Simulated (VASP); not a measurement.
# TePb: single point with LDA

The system is TePb.

```
Te Pb
1.0
     3.15108    3.15108    0.00000
    -3.15108    3.15108    0.00000
     0.00000    3.15108    3.15108
Te Pb
1 1
Direct
  0.50000 0.50000 0.00000
  0.00000 0.00000 0.00000
```

```yaml
Program: VASP 6.6.1
Task: single point
Functional: LDA
Potentials_or_basis: VASP PAW LDA potentials, release 64 (Te, Pb_d)
Cutoff: 500 eV
k_mesh: 6 × 6 × 6
Occupations: gaussian, width 0.01 eV
Spin: no spin polarisation
```

The pressure is 2.1 GPa and the band gap on the k mesh is 0.46 eV.

Levels at points of the mesh, in eV from the valence-band top:
```tsv
k point	band 6	band 7	band 8	band 9	band 10	band 11	band 12	band 13	band 14	band 15
(0.00, 0.00, 0.00)	-12.73	-5.50	-1.67	-1.67	-1.67	4.04	4.04	4.04	5.58	5.58
(0.50, 0.00, 0.00)	-11.09	-9.09	-1.13	-1.13	0.00	0.46	0.98	0.98	8.36	9.16
(0.50, 0.50, 0.00)	-10.75	-7.51	-5.16	-3.28	-3.28	2.89	5.64	5.64	7.02	10.23
```

Run time: 8.5 s on 1 thread of Intel(R) Xeon(R) Platinum 8559C (Emerald Rapids), on a shared host, peak memory 0.15 GiB.

Caveat: spin-orbit coupling is left out, which moves the levels of the heavy elements. A k mesh can miss the band edges.
